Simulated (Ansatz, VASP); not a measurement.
**MgS: VASP beside Ansatz**

```
CELL_PARAMETERS angstrom
4.04052 0.00000 0.00000
-2.02026 3.49919 0.00000
0.00000 0.00000 13.08003
ATOMIC_POSITIONS crystal
Mg 0.00000 0.00000 0.09486
Mg 0.00000 0.00000 0.59486
Mg 0.33333 0.66667 0.34395
Mg 0.66667 0.33333 0.84395
S 0.00000 0.00000 0.40573
S 0.00000 0.00000 0.90573
S 0.33333 0.66667 0.15546
S 0.66667 0.33333 0.65546
```

Alike in both runs: task single point; functional PBE; k mesh 6 × 6 × 2; occupations gaussian, width 0.02 eV; no spin polarisation.

|  | VASP | Ansatz |
| --- | --- | --- |
| version | VASP 6.6.1 | Ansatz 0.2.0 |
| potentials or method | VASP PAW PBE potentials, release 64 (Mg, S), cutoff 520 eV | scalar-relativistic, plane waves, PAW |
| valence electrons in the cell | 32 | 64 |

Ansatz gave:

| Item | Value |
| --- | --- |
| gap on the k mesh at the Fermi level (eV) | 3.37 |
| least direct gap on the mesh (eV) | 3.37 |
| pressure (GPa) | 0.0 |

Q: What did VASP give for the same quantities?

A: gap on the k mesh at the Fermi level (eV): 3.37; least direct gap on the mesh (eV): 3.37; pressure (GPa): -0.2.

With one functional, cell and mesh, what is left measures potentials, basis and numerics. VASP's potentials hold 32 valence electrons a cell and Ansatz's 64, so a difference there can come from the potentials and not from the codes.
